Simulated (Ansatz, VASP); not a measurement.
## GaN in VASP and in Ansatz

File INCAR:

```
SYSTEM = GaN
PREC     = Accurate       ! precision mode
ENCUT    = 520            ! plane-wave cutoff, eV
EDIFF    = 1E-7           ! SCF threshold, eV
ISMEAR   = 0              ! smearing method
SIGMA    = 0.01           ! smearing width, eV
LREAL    = .False.        ! projectors in reciprocal space
LASPH    = .True.         ! aspherical terms in the spheres
NELM     = 100            ! most SCF steps
ALGO     = Normal         ! electronic algorithm
ISIF     = 2              ! what is computed and relaxed
LWAVE    = .False.        ! write WAVECAR
LCHARG   = .True.         ! write CHGCAR
LELF     = .True.         ! ELF
LVHAR    = .True.       
NBANDS   = 16             ! bands
```

The input KPOINTS:

```
Automatic mesh
0
Gamma
  10 10 10
  0 0 0
```

File POSCAR:

```
GaN
1.0
    0.0000000000      2.2489526325      2.2489526325
    2.2489526325      0.0000000000      2.2489526325
    2.2489526325      2.2489526325      0.0000000000
Ga N
1 1
Direct
    0.0000000000      0.0000000000      0.0000000000
    0.7500000000      0.7500000000      0.7500000000
```

Input for Ansatz:

```yaml
crystal:
  lattice:
    - [0.0, 2.2489526325, 2.2489526325]
    - [2.2489526325, 0.0, 2.2489526325]
    - [2.2489526325, 2.2489526325, 0.0]
  atoms:
    - { symbol: Ga, position: [0.0, 0.0, 0.0] }
    - { symbol: "N", position: [0.75, 0.75, 0.75] }
kpoints:
  mp_grid: { grid: [10, 10, 10] }
  band_path:
    path:
      - [0.0, 0.0, 0.0]
      - [-0.5, -0.5, 0.0]
      - [-0.375, -0.375, 0.25]
      - [-0.375, 0.0, 0.375]
      - [0.0, 0.0, 0.5]
      - [-0.5, -0.25, 0.25]
    npoints: 1
hamiltonian:
  xc: lda
scf:
  occupations: { method: fixed }
  n_extra_bands: 4
output:
  forces: true
  stress: true
  eigenvalues: true
```

Alike in both runs: task single point; functional LDA; k mesh 10 × 10 × 10; no spin polarisation.

```csv
,VASP,Ansatz
version,VASP 6.6.1,Ansatz 0.2.0
potentials or method,"VASP PAW LDA potentials, release 64 (Ga_d, N)","plane waves, PAW"
plane-wave cutoff (eV),520,420
occupations,"gaussian, width 0.01 eV",fixed
valence electrons in the cell,18,18
```

|  | VASP | Ansatz | Ansatz less VASP |
| --- | --- | --- | --- |
| gap on the k mesh at the Fermi level (eV) | 1.79 | 1.77 | -0.015 |
| pressure (GPa) | -4.4 | -5.4 | -0.98 |

LDA's correlation is that of Perdew and Zunger in VASP and of Perdew and Wang (1992) in Ansatz.
